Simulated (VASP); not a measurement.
Runs of VASP 6.6.1 on Pd. The structure is that of space group Im-3m (No. 229), or close to it. The cells are those of the table. This isn't the form of Pd at room conditions, which is fcc.

| task | level | potentials or basis | cell | cutoff (eV) | screening parameter | gap on the mesh (eV) | pressure (GPa) | relaxed volume (Å³/atom) |
| --- | --- | --- | --- | --- | --- | --- | --- | --- |
| single point | PBE0 | VASP PAW PBE potentials, release 64 (Pd_sv_GW) | a = 2.705 Å, angles 109.5°, 1 atom | 470 | - | none | (a) | - |
| relaxation of cell and atoms | PBEsol-based screened hybrid with 25 % exact exchange | VASP PAW PBE potentials, release 64 (Pd) | relaxed from a = 2.723 Å, angles 109.5°, 1 atom | 600 | 0.207 1/Å | none | -0.1 | 14.45 |
| single point | PBE0 | VASP PAW PBE potentials, release 64 (Pd_sv_GW) | a = 2.759 Å, angles 109.5°, 1 atom | 470 | - | none | -15.6 | - |
| relaxation of cell and atoms | PBE-based screened hybrid with 25 % exact exchange | VASP PAW PBE potentials, release 64 (Pd) | relaxed from a = 2.723 Å, angles 109.5°, 1 atom | 600 | 0.3 1/Å | none | 0.0 | 14.99 |

Alike in all rows: no spin polarisation; k mesh 6 × 6 × 6; smearing fermi-dirac 0.05 eV.

Fill in the values left out.

(a) -7.8.

Caveats: all runs use coarse meshes; the PAW data sets were made with another functional, which shifts forces and pressure a little.

A k mesh can miss the band edges, and the runs leave out spin-orbit coupling on Pd.

A gap of «none» marks levels without a gap at the run's occupations.

The runs don't all hold the same shells in valence.
